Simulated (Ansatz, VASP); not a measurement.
## Pt in VASP and in Ansatz

The input INCAR:

```
SYSTEM = Pt
ALGO = Fast
EDIFF = 1E-6
ENCUT = 520
ISIF = 2
ISMEAR = 0
LASPH = .TRUE.
LCHARG = .FALSE.
LREAL = .FALSE.
LWAVE = .FALSE.
NBANDS = 28
NELM = 60
PREC = Accurate
SIGMA = 0.15
```

KPOINTS

```
k-points
0
G
  18 18 6
  0 0 0
```

Contents of POSCAR:

```
Pt
1.0
    2.7082945870      0.0000000000      0.0000000000
   -1.3541472935      2.3454519133      0.0000000000
    0.0000000000      0.0000000000      9.3530207388
Pt
4
Direct
    0.6666666667      0.3333333333      0.3750000000
    0.6666666667      0.3333333333      0.8750000000
    0.3333333333      0.6666666667      0.1250000000
    0.3333333333      0.6666666667      0.6250000000
```

Input for Ansatz:

```yaml
crystal:
  lattice:
    - [2.708294587, 0.0, 0.0]
    - [-1.3541472935, 2.3454519133, 0.0]
    - [0.0, 0.0, 9.3530207388]
  atoms:
    - { symbol: Pt, position: [0.6666666667, 0.3333333333, 0.375] }
    - { symbol: Pt, position: [0.6666666667, 0.3333333333, 0.875] }
    - { symbol: Pt, position: [0.3333333333, 0.6666666667, 0.125] }
    - { symbol: Pt, position: [0.3333333333, 0.6666666667, 0.625] }
basis:
  ecutwfc: 420
kpoints:
  mp_grid: { grid: [18, 18, 6] }
hamiltonian:
  xc: lda
  pseudopotentials: { kind: paw, azcp: { folder: soft_1 } }
scf:
  occupations: { method: gaussian, width: 0.15 }
output:
  forces: true
  stress: true
  eigenvalues: true
```

Alike in both runs: task single point; functional LDA; k mesh 18 × 18 × 6; occupations gaussian, width 0.15 eV; no spin polarisation.

|  | VASP | Ansatz |
| --- | --- | --- |
| version | VASP 6.6.1 | Ansatz 0.2.0 |
| potentials or method | VASP PAW LDA potentials, release 64 (Pt), cutoff 520 eV | scalar-relativistic, plane waves, PAW |
| valence electrons in the cell | 40 | 72 |

Ansatz gave:

| Item | Value |
| --- | --- |
| gap on the k mesh at the Fermi level (eV) | none |
| pressure (GPa) | 0.1 |
| traceless stress, the component that is largest in VASP (GPa) | -0.29 |

Which values does VASP return?

gap on the k mesh at the Fermi level (eV): none; pressure (GPa): 0.9; traceless stress, the component that is largest in VASP (GPa): -0.59.

Ansatz warns that its potentials were made for another functional, while VASP's fit it. LDA's correlation is that of Perdew and Zunger in VASP and of Perdew and Wang (1992) in Ansatz. A gap of «none» marks a metal or a gap that the smearing closes. VASP's potentials hold 40 valence electrons a cell and Ansatz's 72, so a difference there can come from the potentials and not from the codes.

Neither program's run includes spin-orbit coupling.
